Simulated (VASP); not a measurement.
Write the native input for VASP 6.6.1 that does the following.

| Quantity | Value |
| --- | --- |
| Task | single point |
| Functional | PBE |
| Dispersion | D3(BJ) |
| Potentials or basis | VASP PAW PBE potentials, release 64 (C, H) |
| Cutoff | 520 eV |
| k mesh | 6 × 6 × 1 |
| Occupations | gaussian, width 0.1 eV |
| Spin | no spin polarisation |
| Dipole correction | yes |
| Further INCAR settings | ALGO = Normal; EDIFF = 1e-06; NBANDS = 28 |

The structure of HC4 lies in POSCAR:

```
HC4
1.0
    4.9313048819      0.0000000000      0.0000000000
   -2.4656524409      4.2706353015      0.0000000000
    0.0000000000      0.0000000000     18.0000331942
C H
8 2
Direct
    0.3333333333      0.1666666667      0.2222236565
    0.3333333333      0.6666666667      0.2222236565
    0.8333333333      0.1666666667      0.2222236565
    0.8333333333      0.6666666667      0.2222236565
    0.1666666667      0.3333333333      0.2222218124
    0.1666666667      0.8333333333      0.2222218124
    0.6666666667      0.3333333333      0.2222218124
    0.6666666667      0.8333333333      0.2222218124
    0.1817507365      0.1666666667      0.2472236104
    0.4849159302      0.1666666667      0.2472236104
```

One way to write it, as run:

INCAR

```
  ALGO = Normal
  DIPOL = 0.5 0.5 0.227
  EDIFF = 1E-6
  ENCUT = 520
  GGA = PE
  IDIPOL = 3
  ISIF = 2
  ISMEAR = 0
  IVDW = 12
  LASPH = True
  LCHARG = False
  LDIPOL = True
  LREAL = False
  LWAVE = False
  NBANDS = 28
  NELM = 60
  PREC = Accurate
  SIGMA = 0.1
```

KPOINTS

```
k-points
0
Gamma
  6 6 1
```

Potentials or basis: VASP PAW PBE potentials, release 64 (C, H).

The run is started by

```bash
$ cat potpaw_PBE.64/C/POTCAR potpaw_PBE.64/H/POTCAR > POTCAR
$ mpirun -np 1 vasp_std > vasp.out
```

It gave:

```yaml
Largest_force: 19.596 eV/Å
Band_gap_on_the_k_mesh: zero (bands 17 and 18 overlap by 0.98 eV)
Dispersion_energy_per_atom: -0.078 eV
```

Run time: 8.5 min on 1 thread of Intel Xeon 8259CL, with other jobs on the host, peak memory 0.56 GiB.
